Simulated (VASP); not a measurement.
Input of a VASP 6.6.1 run:

INCAR

```
ALGO = Normal
EDIFF = 1E-7
ENCUT = 520
GGA = PS
ISIF = 2
ISMEAR = 0
LASPH = T
LCHARG = F
LREAL = F
LWAVE = F
NBANDS = 16
NELM = 60
PREC = Accurate
SIGMA = 0.15
```

File KPOINTS:

```
k-points
0
Gamma
  16 16 16
```

File POSCAR:

```
CuS
1.0
    0.0000000000      2.5800301133      2.5800301133
    2.6187305650      0.0000000000      2.5800301133
    2.6187305650      2.5800301133      0.0000000000
Cu S
1 1
Direct
    0.2500000000      0.2500000000      0.2500000000
    0.0000000000      0.0000000000      0.0000000000
```

Potentials or basis: VASP PAW PBE potentials, release 64 (Cu, S).

Launch:

```console
$ cat potpaw_PBE.64/Cu/POTCAR potpaw_PBE.64/S/POTCAR > POTCAR
$ mpirun -np 1 vasp_std > vasp.out
```

(1) Predict the pressure.

Answers

(1) -2.9 GPa.

Caveat: the cell differs from its parent crystal (strain +0.0150 x Voigt [1, 0, 0, 0, 0, 0]); the PAW data sets were made with another functional, which shifts forces and pressure a little.
